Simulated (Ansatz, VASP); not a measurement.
In2C: VASP beside Ansatz

```xyz
3
Lattice="0.0000 3.0846 3.0846 3.0846 0.0000 3.0846 3.0846 3.0846 0.0000" Properties=species:S:1:pos:R:3 pbc="T T T"
In    1.5423    1.5423    1.5423
In    4.6269    4.6269    4.6269
C     0.0000    0.0000    0.0000
```

Change from the starting cell: species swapped into the Al2Pt type (Fm-3m, No. 225).

Alike in both runs: functional PBE; k mesh 4 × 4 × 4; occupations gaussian, width 0.1 eV; no spin polarisation.

Ansatz relaxed the structure, and its values are those at the end. VASP's run is a single point on that final structure, the one shown.

|  | VASP | Ansatz |
| --- | --- | --- |
| version | VASP 6.6.1 | Ansatz 0.2.0 |
| potentials or method | VASP PAW PBE potentials, release 64 (In_d, C), cutoff 520 eV | scalar-relativistic, plane waves, PAW |
| valence electrons in the cell | 30 | 30 |

```tsv
	VASP	Ansatz	Ansatz less VASP
gap on the k mesh at the Fermi level (eV)	none	none	-
pressure (GPa)	-0.1	-0.1	0.00
```

A gap of «none» marks a metal or a gap that the smearing closes. With one functional, cell and mesh, what is left measures potentials, basis and numerics.

The k mesh is coarse, so the values compare programs but aren't converged.
